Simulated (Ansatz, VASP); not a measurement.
# Two plane-wave programs on CsTl

Contents of INCAR:

```
PREC = Accurate
ENCUT = 600
EDIFF = 1E-6
ISMEAR = 0
SIGMA = 0.1
LREAL = False
LASPH = True
NELM = 60
ALGO = Fast
ISIF = 3
LWAVE = False
LCHARG = False
GGA = PE
IBRION = 2
NSW = 100
EDIFFG = -0.01
```

Contents of KPOINTS:

```
Automatic mesh
0
Gamma
  14 14 12
```

POSCAR

```
CsTl
1.0
    3.9045510874      0.0000000000      0.0000000000
    0.0000000000      3.9045510874      0.0000000000
    0.0000000000      0.0000000000      5.1177508896
Cs Tl
1 1
Direct
    0.5000000000      0.5000000000      0.5000000000
    0.0000000000      0.0000000000      0.0000000000
```

Input for Ansatz:

```yaml
crystal:
  lattice:
    - [3.9045510874, 0.0, 0.0]
    - [0.0, 3.9045510874, 0.0]
    - [0.0, 0.0, 5.1177508896]
  atoms:
    - { symbol: Cs, position: [0.5, 0.5, 0.5] }
    - { symbol: Tl, position: [0.0, 0.0, 0.0] }
basis:
  ecutwfc: 420
kpoints:
  mp_grid: { grid: [14, 14, 12] }
hamiltonian:
  xc: pbe
scf:
  occupations: { method: gaussian, width: 0.1 }
output:
  forces: true
  stress: true
  eigenvalues: true
relax:
  adjacent_minimum: "off"
  f_tol: 0.01
  max_steps: 80
  cell: { stress_tol: 0.05 }
```

Alike in both runs: task relaxation of cell and atoms; functional PBE; k mesh 14 × 14 × 12; occupations gaussian, width 0.1 eV; no spin polarisation.

|  | VASP | Ansatz |
| --- | --- | --- |
| version | VASP 6.6.1 | Ansatz 0.2.0 |
| potentials or method | VASP PAW PBE potentials, release 64 (Cs_sv, Tl_d), cutoff 600 eV | scalar-relativistic, plane waves, PAW |
| valence electrons in the cell | 22 | 22 |

Ansatz gave:

- gap on the k mesh at the Fermi level, each at its own relaxed structure (eV): none
- relaxed volume (Å³/atom): 50.57
- relaxed cell length with the largest relative difference (Å): 4.590

Problem. Estimate VASP's values.

Solution. gap on the k mesh at the Fermi level, each at its own relaxed structure (eV): none; relaxed volume (Å³/atom): 50.44; relaxed cell length with the largest relative difference (Å): 4.584.

A gap of «none» marks a metal or a gap that the smearing closes.

Neither program's run includes spin-orbit coupling. Noted on VASP's run: the volume moved by over 15 % at a fixed basis, so the end points are rough.
